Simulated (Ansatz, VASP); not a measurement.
## ZrN in VASP and in Ansatz

```xyz
2
Lattice="3.2527 0.0000 0.0000 1.6263 2.8169 0.0000 1.6263 0.9390 2.6558" Properties=species:S:1:pos:R:3 pbc="T T T"
Zr    3.2527    1.8779    1.3279
N     0.0000    0.0000    0.0000
```

Alike in both runs: task single point; functional PBEsol; k mesh 8 × 8 × 8; occupations fermi-dirac, width 0.15 eV; no spin polarisation.

|  | VASP | Ansatz |
| --- | --- | --- |
| version | VASP 6.6.1 | Ansatz 0.2.0 |
| potentials or method | VASP PAW PBE potentials, release 64 (Zr_sv, N), cutoff 600 eV | plane waves, PAW |
| valence electrons in the cell | 17 | 17 |

Ansatz gave:

| Quantity | Value |
| --- | --- |
| pressure (GPa) | -7.5 |

Problem. Which values does VASP return?

Solution. Pressure (GPa): -7.3.

VASP's potentials were made for PBE, not for PBEsol.
